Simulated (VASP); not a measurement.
Runs of VASP 6.6.1 on Be. The structure is that of space group P6/mmm (No. 191), or close to it. The cells are those of the table. 

```tsv
cell	k mesh	gap on the mesh (eV)	largest force (eV/Å)
a = 2.130, b = 2.130, c = 28.488 Å, angles 90.0, 90.0, 120.0°, 2 atoms	30 × 30 × 1	none	-
a = 2.133, b = 2.133, c = 28.488 Å, angles 90.0, 90.0, 120.0°, 2 atoms	12 × 12 × 1	none	0.01
a = 2.185, b = 2.185, c = 25.822 Å, angles 90.0, 90.0, 120.0°, 2 atoms	12 × 12 × 1	none	0.24
a = 3.092, b = 3.092, c = 16.000 Å, angles 90.0, 90.0, 120.0°, 2 atoms	6 × 6 × 1	none	(a)
a = 2.133, b = 2.133, c = 28.488 Å, angles 90.0, 90.0, 120.0°, 2 atoms	30 × 30 × 1	none	0.08
```

Alike in all rows: task single point; level PBE; potentials or basis VASP PAW PBE potentials, release 64 (Be); no spin polarisation; cutoff (eV) 520; smearing gaussian 0.1 eV.

Question: Estimate the missing entries.

Answer: (a) 40.37.

Caveats: some runs use coarse meshes.

A gap of «none» marks levels without a gap at the run's occupations.
